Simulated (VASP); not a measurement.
Wanted: the native input for a VASP 6.6.1 run.

* Task: single point
* Functional: PBEsol
* Potentials or basis: VASP PAW PBE potentials, release 64 (Mg, S)
* Cutoff: 520 eV
* k mesh: 8 × 8 × 8
* Occupations: gaussian, width 0.05 eV
* Spin: no spin polarisation
* Dipole correction: no
* Further INCAR settings: ALGO = Normal; EDIFF = 1e-06; NBANDS = 11

The structure of MgS lies in POSCAR:

```
MgS
1.0
    0.0000000000      2.6406747500      2.5236005000
    2.6406747500      0.0000000000      2.5236005000
    2.6406747500      2.6406747500      0.0000000000
Mg S
1 1
Direct
    0.0000000000      0.0000000000      0.0000000000
    0.5000000000      0.5000000000      0.5000000000
```

This cell differs from its parent crystal: strain +0.015 along x and y, -0.030 along z.

One way to write it, as run:

INCAR

```
SYSTEM = MgS
PREC     = Accurate       ! precision mode
ENCUT    = 520            ! plane-wave cutoff, eV
EDIFF    = 1E-6           ! SCF threshold, eV
ISMEAR   = 0              ! smearing method
SIGMA    = 0.05           ! smearing width, eV
LREAL    = .FALSE.        ! projectors in reciprocal space
LASPH    = .TRUE.         ! aspherical terms in the spheres
NELM     = 100            ! most SCF steps
ALGO     = Normal         ! electronic algorithm
ISIF     = 2              ! what is computed and relaxed
LWAVE    = .FALSE.        ! write WAVECAR
LCHARG   = .FALSE.        ! write CHGCAR
GGA      = PS             ! functional
NBANDS   = 11             ! bands
```

KPOINTS

```
Automatic mesh
0
G
  8 8 8
  0 0 0
```

Potentials or basis: VASP PAW PBE potentials, release 64 (Mg, S).

Launch:

```bash
$ cat potpaw_PBE.64/Mg/POTCAR potpaw_PBE.64/S/POTCAR > POTCAR
$ mpirun -np 1 vasp_std > vasp.out
```

It gave:

```yaml
Pressure: -0.8 GPa
Band_gap_on_the_k_mesh: 2.51 eV, indirect (least direct gap 3.53 eV)
```

Caveat: the cell differs from its parent crystal (strain +0.015 along x and y, -0.030 along z); the PAW data sets were made with another functional, which shifts forces and pressure a little.

Wall time 14 s on 1 thread of AMD EPYC 7R13 (shared host), peak memory 0.17 GiB.
